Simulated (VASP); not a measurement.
Here is a VASP 6.6.1 calculation.

INCAR

```
  ALGO = Normal
  EDIFF = 1E-6
  ENCUT = 520
  GGA = CA
  ISIF = 2
  ISMEAR = 0
  LASPH = T
  LCHARG = T
  LELF = T
  LREAL = F
  LVHAR = T
  LWAVE = F
  NBANDS = 14
  NELM = 80
  PREC = Accurate
  SIGMA = 0.05
```

KPOINTS

```
k-points
0
Gamma
  8 8 8
```

The input POSCAR:

```
MgSc
1.0
    3.5964500000      0.0000000000      0.0000000000
    0.0000000000      3.5964500000      0.0000000000
    0.0000000000      0.0000000000      3.5964500000
Mg Sc
1 1
Direct
    0.0000000000      0.0000000000      0.0000000000
    0.5000000000      0.5000000000      0.5000000000
```

Potentials or basis: VASP PAW LDA potentials, release 64 (Mg, Sc_sv).

Command:

```sh
$ cat potpaw_LDA.64/Mg/POTCAR potpaw_LDA.64/Sc_sv/POTCAR > POTCAR
$ mpirun -np 1 vasp_std > vasp.out
```

(1) Estimate the pressure.

## Answers

(1) -3.6 GPa.
